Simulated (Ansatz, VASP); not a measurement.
## NaPS in VASP and in Ansatz

INCAR

```
PREC = Accurate
ENCUT = 600
EDIFF = 1E-7
ISMEAR = 0
SIGMA = 0.1
LREAL = F
LASPH = T
NELM = 80
ALGO = Normal
ISIF = 3
LWAVE = F
LCHARG = F
GGA = PE
IBRION = 2
NSW = 90
EDIFFG = -0.04
```

File KPOINTS:

```
Automatic mesh
0
Gamma
  6 6 2
```

File POSCAR:

```
NaPS
1.0
    3.5802382828      0.0000000000      0.0000000000
    0.0000000000      3.5802382828      0.0000000000
    0.0000000000      0.0000000000      9.4095195485
Na P S
2 2 2
Direct
    0.0000000000      0.5000000000      0.0000000000
    0.5000000000      0.0000000000      0.5000000000
    0.0000000000      0.0000000000      0.7500000000
    0.0000000000      0.0000000000      0.2500000000
    0.5000000000      0.5000000000      0.2500000000
    0.5000000000      0.5000000000      0.7500000000
```

Input for Ansatz:

```yaml
crystal:
  lattice:
    - [3.5802382828, 0.0, 0.0]
    - [0.0, 3.5802382828, 0.0]
    - [0.0, 0.0, 9.4095195485]
  atoms:
    - { symbol: Na, position: [0.0, 0.5, 0.0] }
    - { symbol: Na, position: [0.5, 0.0, 0.5] }
    - { symbol: P, position: [0.0, 0.0, 0.75] }
    - { symbol: P, position: [0.0, 0.0, 0.25] }
    - { symbol: S, position: [0.5, 0.5, 0.25] }
    - { symbol: S, position: [0.5, 0.5, 0.75] }
basis:
  ecutwfc: 420
kpoints:
  mp_grid: { grid: [6, 6, 2] }
hamiltonian:
  xc: pbe
scf:
  occupations: { method: gaussian, width: 0.1 }
  lower_state_search: "off"
output:
  forces: true
  stress: true
  eigenvalues: true
relax:
  adjacent_minimum: "off"
  f_tol: 0.04
  max_steps: 70
  cell: { stress_tol: 0.4 }
```

Alike in both runs: task relaxation of cell and atoms; functional PBE; k mesh 6 × 6 × 2; occupations gaussian, width 0.1 eV; no spin polarisation.

```csv
,VASP,Ansatz
version,VASP 6.6.1,Ansatz 0.2.0
potentials or method,"VASP PAW PBE potentials, release 64 (Na_pv, P, S), cutoff 600 eV","scalar-relativistic, plane waves, PAW"
valence electrons in the cell,36,40
```

|  | VASP | Ansatz | Ansatz less VASP |
| --- | --- | --- | --- |
| gap on the k mesh at the Fermi level, each at its own relaxed structure (eV) | none | none | - |
| relaxed volume (Å³/atom) | 20.14 | 20.18 | +0.040 |
| relaxed cell length with the largest relative difference (Å) | 9.438 | 9.455 | +0.0178 |

A gap of «none» marks a metal or a gap that the smearing closes. VASP's potentials hold 36 valence electrons a cell and Ansatz's 40, so a difference there can come from the potentials and not from the codes.

Noted on VASP's run: too few bands were computed for a metal, which touches its energy and stress.
